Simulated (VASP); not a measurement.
# NiH2 (P6/mmm) in VASP: a series of runs

NiH2 is run at these levels: PBE; tasks: single point, relaxation of cell and atoms.

Everything below comes from runs of VASP 6.6.1. Logs are shortened: lines on timing, memory, paths and dates and some standing lists are left out, and cuts for length are marked.

### 1 The cell of the first run

Symmetry: P6/mmm, No. 191, hexagonal system. Conventional cell: a = 2.700 Å, b = 2.700 Å, c = 2.497 Å, α = 90.00°, β = 90.00°, γ = 120.00°. Ni (site symmetry 6/mmm) has 12 H at 2.00 Å and 2 Ni at 2.50 Å within 2.6 Å. Within 2.1 Å of H (site symmetry -6m2) lie 3 H at 1.56 Å and 6 Ni at 2.00 Å.

### 2 Single point, PBE

INCAR

```
SYSTEM = NiH2
PREC = Accurate ; ENCUT = 520
EDIFF = 1E-6 ; ISMEAR = 0
SIGMA = 0.1 ; LREAL = .FALSE.
LASPH = .TRUE. ; NELM = 100
ALGO = Normal ; ISIF = 2
LWAVE = .FALSE. ; LCHARG = .FALSE.
GGA = PE ; NBANDS = 13
```

KPOINTS

```
Automatic mesh
0
G
  6 6 6
  0 0 0
```

POSCAR

```
NiH2
1.0
    2.6996376423      0.0000000000      0.0000000000
   -1.3498188211      2.3379547792      0.0000000000
    0.0000000000      0.0000000000      2.4974601514
Ni H
1 2
Direct
    0.0000000000      0.0000000000      0.0000000000
    0.3333333333      0.6666666667      0.5000000000
    0.6666666667      0.3333333333      0.5000000000
```

Potentials or basis: VASP PAW PBE potentials, release 64 (Ni, H).

Started as:

```console
cat potpaw_PBE.64/Ni/POTCAR potpaw_PBE.64/H/POTCAR > POTCAR
mpirun -np 1 vasp_std > vasp.out
```

OUTCAR:

```text
SYSTEM = NiH2
   PREC = Accurate
   ENCUT = 520
   EDIFF = 1E-6
   ISMEAR = 0
   LREAL = .FALSE.
   LASPH = .TRUE.
   NELM = 100
   ISIF = 2
   GGA = PE

 ion  position               nearest neighbor table
   1  0.000  0.000  0.000-
   2  0.333  0.667  0.500-
   3  0.667  0.333  0.500-

  LATTYP: Found a hexagonal cell.
 ALAT       =     2.6996376423
 C/A-ratio  =     0.9251093970

  Lattice vectors:

 A1 = (   2.6996376423,   0.0000000000,   0.0000000000)
 A2 = (  -1.3498188211,   2.3379547792,   0.0000000000)
 A3 = (   0.0000000000,   0.0000000000,   2.4974601514)

Analysis of symmetry for initial positions (statically):
=====================================================================
 Subroutine PRICEL returns:
 Original cell was already a primitive cell.

 Routine SETGRP: Setting up the symmetry group for a
 hexagonal supercell.

 Subroutine GETGRP returns: Found 24 space group operations
 (whereof 24 operations were pure point group operations)
 out of a pool of 24 trial point group operations.

The static configuration has the point symmetry D_6h.

Analysis of symmetry for dynamics (positions and initial velocities):
=====================================================================
 Subroutine PRICEL returns:
 Original cell was already a primitive cell.

 Routine SETGRP: Setting up the symmetry group for a
 hexagonal supercell.

 Subroutine GETGRP returns: Found 24 space group operations
 (whereof 24 operations were pure point group operations)
 out of a pool of 24 trial point group operations.

The dynamic configuration has the point symmetry D_6h.

 Subroutine INISYM returns: Found 24 space group operations
 (whereof 24 operations are pure point group operations),
 and found     1 'primitive' translations

----------------------------------------------------------------------------------------

                                     Primitive cell

  volume of cell :      15.7630

  direct lattice vectors                    reciprocal lattice vectors
     2.699637642  0.000000000  0.000000000     0.370420083  0.213862135  0.000000000
    -1.349818821  2.337954779  0.000000000     0.000000000  0.427724269  0.000000000
     0.000000000  0.000000000  2.497460151     0.000000000  0.000000000  0.400406789

  length of vectors
     2.699637642  2.699637642  2.497460151     0.427724269  0.427724269  0.400406789

  position of ions in fractional coordinates (direct lattice)
     0.000000000  0.000000000  0.000000000
     0.333333333  0.666666667  0.500000000
     0.666666667  0.333333333  0.500000000

  ion indices of the primitive-cell ions
   primitive index   ion index
                 1           1
                 2           2
                 3           3

----------------------------------------------------------------------------------------

 KPOINTS: Automatic mesh

Automatic generation of k-mesh.
 Grid dimensions read from file:
 generate k-points for:    6    6    6

 Generating k-lattice:

  Cartesian coordinates                     Fractional coordinates (reciprocal lattice)
     0.061736681  0.035643689  0.000000000     0.166666667  0.000000000  0.000000000
     0.000000000  0.071287378  0.000000000     0.000000000  0.166666667  0.000000000
     0.000000000  0.000000000  0.066734465     0.000000000  0.000000000  0.166666667

  Length of vectors
     0.071287378  0.071287378  0.066734465

  Shift w.r.t. Gamma in fractional coordinates (k-lattice)
     0.000000000  0.000000000  0.000000000

 Subroutine IBZKPT returns following result:
 ===========================================

 Found     28 irreducible k-points:

 Following reciprocal coordinates:
            Coordinates               Weight
  0.000000  0.000000  0.000000      1.000000
  0.166667 -0.000000  0.000000      6.000000
  0.333333 -0.000000  0.000000      6.000000
  0.500000  0.000000  0.000000      3.000000
  0.166667  0.166667  0.000000      6.000000
  0.333333  0.166667  0.000000     12.000000
[... 16 lines left out ...]
  0.166667 -0.000000  0.500000      6.000000
  0.333333 -0.000000  0.500000      6.000000
 [... further k-points ...]
   k-points           NKPTS =     28   k-points in BZ     NKDIM =     28   number of bands    NBANDS=     13
   number of dos      NEDOS =    301   number of ions     NIONS =      3
   total plane-waves  NPLWV =   8000
   dimension x,y,z NGX =    20 NGY =   20 NGZ =   20
   dimension x,y,z NGXF=    40 NGYF=   40 NGZF=   40
   ions per type =               1   2
   NGX,Y,Z   is equivalent  to a cutoff of  12.32, 12.32, 13.31 a.u.
   NGXF,Y,Z  is equivalent  to a cutoff of  24.63, 24.63, 26.63 a.u.
 SYSTEM =  NiH2
   PREC   = accura    normal or accurate (medium, high low for compatibility)
   ISTART =      0    job   : 0-new  1-cont  2-samecut
   ICHARG =      2    charge: 1-file 2-atom 10-const
   ISPIN  =      1    spin polarized calculation?
   LNONCOLLINEAR =      F non collinear calculations
   LSORBIT =      F    spin-orbit coupling
   LASPH  =      T    aspherical Exc in radial PAW
   ENCUT  =  520.0 eV  38.22 Ry    6.18 a.u.   5.02  5.02  4.64*2*pi/ulx,y,z
   NELM   =    100;   NELMIN=  2; NELMDL= -5     # of ELM steps
   EDIFF  = 0.1E-05   stopping-criterion for ELM
   LREAL  =      F    real-space projection
   EDIFFG = 0.1E-04   stopping-criterion for IOM
   NSW    =      0    number of steps for IOM
   IBRION =     -1    ionic relax: 0-MD 1-quasi-New 2-CG
   NFREE  =      0    steps in history (QN), initial steepest desc. (CG)
   ISIF   =      2    stress and relaxation
   ISYM   =      2    0-nonsym 1-usesym 2-fastsym
   POTIM  = 0.5000    time-step for ionic-motion
   TEBEG  =    0.0;   TEEND  =   0.0 temperature during run
   PSTRESS=    0.0 pullay stress
   NELECT =      12.0000    total number of electrons
   NUPDOWN=      -1.0000    fix difference up-down
   EMIN   =  10.00;   EMAX   =-10.00  energy-range for DOS
   EFERMI =   0.00;   METHOD = LEGACY
   ISMEAR =     0;   SIGMA  =   0.10  broadening in eV -4-tet -1-fermi 0-gaus
   EFERMI_NEDOS =   21; number of points for ismear=-14 and -15
   IALGO  =     38    algorithm
   IMIX   =      4    mixing-type and parameters
     AMIX     =   0.40;   BMIX     =  1.00
     AMIX_MAG =   1.60;   BMIX_MAG =  1.00
  volume/ion in A,a.u.               =       5.25        35.46
  Fermi-wavevector in a.u.,A,eV,Ry     =   1.494819  2.824798 30.401987  2.234483
  Thomas-Fermi vector in A             =   2.607043
   LORBIT       =      0    0 simple, 1 ext, 2 COOP (PROOUT), +10 PAW based schemes
   GGA     = PE    functional components
   LHFCALC =     F    Hartree Fock is set to
   AEXX    =    0.0000 exact exchange contribution
   IVDW    =     0    specifies the selected vdW correction
   LEPSILON=     F    determine dielectric tensor
   LRPA    =     F    only Hartree local field effects (RPA)
 non-spin polarized calculation
 Gauss-broadening in eV      SIGMA  =   0.10
  energy-cutoff  :      520.00
  volume of cell :       15.76
 maximum number of plane-waves:       435
 NGX is ok and might be reduce to    20
   NGX =  9   NGY =  9   NGZ =  9

 number of electron      11.9999984 magnetization

 Free energy of the ion-electron system (eV)
  ---------------------------------------------------
  ext. energy  EPLUGINS =         0.00000000
  ---------------------------------------------------
  free energy    TOTEN  =       -10.90152366 eV

  energy without entropy =      -10.89985881  energy(sigma->0) =      -10.90069124

 E-fermi :   8.7509     XC(G=0): -12.7840

 val. band max:        8.4490136954   @ k =   0.5000   0.0000   0.3333
 cond. band min:       8.7985845190   @ k =   0.3333   0.3333   0.1667
 fundamental gap:      0.3495708236
 Fermi energy:         8.7508907665

 k-point     1 :       0.0000    0.0000    0.0000
  band No.  band energies     occupation
      1      -5.4188      2.00000
      2       4.9351      2.00000
      3       6.1184      2.00000
      4       6.1184      2.00000
      5       7.4797      2.00000
      6       7.4797      2.00000
      7      14.4629      0.00000
      8      20.6121      0.00000
      9      20.7997      0.00000
     10      25.1213      0.00000
     11      25.1213      0.00000
     12      26.4145      0.00000
     13      26.4145      0.00000

 k-point     2 :       0.1667   -0.0000    0.0000
  band No.  band energies     occupation
      1      -4.6726      2.00000
      2       5.0722      2.00000
      3       5.4393      2.00000
      4       6.4341      2.00000
      5       7.2512      2.00000
      6       7.4410      2.00000
      7      13.2867      0.00000
      8      19.0087      0.00000
      9      21.4641      0.00000
     10      21.8986      0.00000
     11      22.5788      0.00000
     12      29.6145      0.00000
     13      31.1978      0.00000

 k-point     3 :       0.3333   -0.0000    0.0000
  band No.  band energies     occupation
      1      -2.5469      2.00000
      2       3.6576      2.00000
      3       5.1928      2.00000
      4       6.8435      2.00000
      5       7.1572      2.00000
      6       7.3643      2.00000
      7      10.3961      0.00000
      8      17.3012      0.00000
      9      18.5116      0.00000
     10      22.9404      0.00000
     11      24.8435      0.00000
     12      32.1680      0.00000
     13      34.0936      0.00000

 k-point     4 :       0.5000    0.0000    0.0000
  band No.  band energies     occupation
      1       0.0602      2.00000
      2       1.2072      2.00000
      3       5.0810      2.00000
      4       6.6594      2.00000
      5       7.3262      2.00000
      6       7.5846      2.00000
      7       9.1992      0.00000
      8      16.9715      0.00000
      9      17.3659      0.00000
     10      23.3203      0.00000
     11      28.5495      0.00000
     12      29.6179      0.00000
     13      30.8299      0.00000

 k-point     5 :       0.1667    0.1667    0.0000
  band No.  band energies     occupation
      1      -3.2350      2.00000
      2       4.3344      2.00000
      3       5.2079      2.00000
      4       6.9650      2.00000
      5       6.9799      2.00000
      6       7.3410      2.00000
      7      11.5033      0.00000
      8      14.8093      0.00000
      9      22.2295      0.00000
     10      23.6404      0.00000
     11      23.9225      0.00000
     12      29.2680      0.00000
     13      34.1442      0.00000
[... 257 lines left out ...]
 k-point    22 :       0.0000    0.0000    0.5000
  band No.  band energies     occupation
      1      -1.8693      2.00000
      2       3.2468      2.00000
      3       6.4589      2.00000
      4       6.4589      2.00000
      5       6.5318      2.00000
      6       6.5318      2.00000
      7       9.6225      0.00000
      8      16.3254      0.00000
      9      26.4147      0.00000
     10      27.6272      0.00000
     11      27.6272      0.00000
     12      29.0681      0.00000
     13      32.9048      0.00000

 k-point    23 :       0.1667   -0.0000    0.5000
  band No.  band energies     occupation
      1      -1.4451      2.00000
      2       3.9835      2.00000
      3       6.2790      2.00000
      4       6.4108      2.00000
      5       6.6899      2.00000
      6       6.7363      2.00000
      7       9.6659      0.00000
      8      14.1609      0.00000
      9      22.9222      0.00000
     10      25.5590      0.00000
     11      26.5896      0.00000
     12      29.6998      0.00000
     13      30.5365      0.00000

 k-point    24 :       0.3333   -0.0000    0.5000
  band No.  band energies     occupation
      1      -0.3368      2.00000
      2       5.0948      2.00000
      3       6.1749      2.00000
      4       6.6332      2.00000
      5       6.7883      2.00000
      6       7.3400      2.00000
      7       9.9035      0.00000
      8      11.3497      0.00000
      9      19.1343      0.00000
     10      19.4996      0.00000
     11      25.4587      0.00000
     12      26.4172      0.00000
     13      31.0749      0.00000

 [... further k-points ...]
[... 5 lines left out ...]
  --------------------------------------------------------------------------------------
  -------------------------------------------------------------------------------------
  Total       -0.0194317     -0.0194317     -0.0345027     -0.0000000      0.0000000      0.0000000
  in kB       -1.9750651     -1.9750651     -3.5068994     -0.0000000      0.0000000      0.0000000
  external PRESSURE =      -2.4856765 kB  Pullay stress =       0.0000000 kB

 VOLUME and BASIS-vectors are now :
 -----------------------------------------------------------------------------
  energy-cutoff  :      520.00
  volume of cell :       15.76
      direct lattice vectors                 reciprocal lattice vectors
     2.699637642  0.000000000  0.000000000     0.370420083  0.213862135  0.000000000
    -1.349818821  2.337954779  0.000000000     0.000000000  0.427724269  0.000000000
     0.000000000  0.000000000  2.497460151     0.000000000  0.000000000  0.400406789

 POSITION                                       TOTAL-FORCE (eV/Angst)
 -----------------------------------------------------------------------------------
      0.00000      0.00000      0.00000        -0.000000      0.000000      0.000000
     -0.00000      1.55864      1.24873        -0.000000      0.000000      0.000000
      1.34982      0.77932      1.24873         0.000000     -0.000000      0.000000
 -----------------------------------------------------------------------------------
    total drift:                               -0.000000      0.000000      0.000000

  FREE ENERGIE OF THE ION-ELECTRON SYSTEM (eV)
  ---------------------------------------------------
  free  energy   TOTEN  =       -10.9015236566 eV

  energy  without entropy=      -10.8998588136  energy(sigma->0) =      -10.90069124
```

Wall time 5.8 s (1 thread of Intel Xeon 6975P-C, shared host); peak memory 0.13 GiB.

Results:

```
Free energy            : -10.9015 eV
Pressure               : -0.2 GPa
Band gap on the k mesh : zero (band 6 reaches 10.57 eV, above the bottom of band 7 at 8.29 eV)
```

Caveat: the k points lie up to 0.45 Å⁻¹ apart. Spin polarisation is off, so any magnetic state and its effect on volume and gap are missing.

(Continued in part 2 of 2.)
